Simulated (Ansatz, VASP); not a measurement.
**HgTe: VASP beside Ansatz**

File INCAR:

```
SYSTEM = HgTe
ALGO = Normal
EDIFF = 1E-6
ENCUT = 520
ISIF = 2
ISMEAR = -1
LASPH = .True.
LCHARG = .False.
LREAL = .False.
LWAVE = .False.
NBANDS = 16
NELM = 100
PREC = Accurate
SIGMA = 0.03
```

The input KPOINTS:

```
k-points
0
Gamma
  11 11 11
  0 0 0
```

File POSCAR:

```
HgTe
1.0
    0.0000000000      3.2235000000      3.2235000000
    3.2235000000      0.0000000000      3.2235000000
    3.2235000000      3.2235000000      0.0000000000
Hg Te
1 1
Direct
    0.0000000000      0.0000000000      0.0000000000
    0.7500000000      0.7500000000      0.7500000000
```

Input for Ansatz:

```yaml
crystal:
  lattice:
    - [0.0, 3.2235, 3.2235]
    - [3.2235, 0.0, 3.2235]
    - [3.2235, 3.2235, 0.0]
  atoms:
    - { symbol: Hg, position: [0.0, 0.0, 0.0] }
    - { symbol: Te, position: [0.75, 0.75, 0.75] }
kpoints:
  mp_grid: { grid: [11, 11, 11] }
  band_path:
    path:
      - [0.0, 0.0, 0.0]
      - [-0.5, -0.5, 0.0]
      - [-0.375, -0.375, 0.25]
      - [-0.375, 0.0, 0.375]
      - [0.0, 0.0, 0.0]
      - [0.0, 0.0, 0.5]
      - [-0.5, -0.25, 0.25]
      - [-0.5, -0.5, 0.0]
    npoints: 14
scf:
  occupations: { method: fermi_dirac, width: 0.03 }
hamiltonian:
  xc: lda
  pseudopotentials: { kind: all_electron, lapw: { basis_error: 0.0005 } }
output:
  forces: true
  stress: true
  eigenvalues: true
  populations: true
  dos: { projected: true, de: 0.2, e_range: [-14, 8] }
```

Alike in both runs: task single point; functional LDA; k mesh 11 × 11 × 11; occupations fermi-dirac, width 0.03 eV; no spin polarisation.

|  | VASP | Ansatz |
| --- | --- | --- |
| version | VASP 6.6.1 | Ansatz 0.2.0 |
| potentials or method | VASP PAW LDA potentials, release 64 (Hg, Te), cutoff 520 eV | all-electron LAPW, scalar-relativistic |

|  | VASP | Ansatz | Ansatz less VASP |
| --- | --- | --- | --- |
| pressure (GPa) | 0.0 | -0.3 | -0.25 |

LDA's correlation is that of Perdew and Zunger in VASP and of Perdew and Wang (1992) in Ansatz. Ansatz ran all-electron here, and VASP with PAW potentials.

Spin-orbit coupling is off throughout.
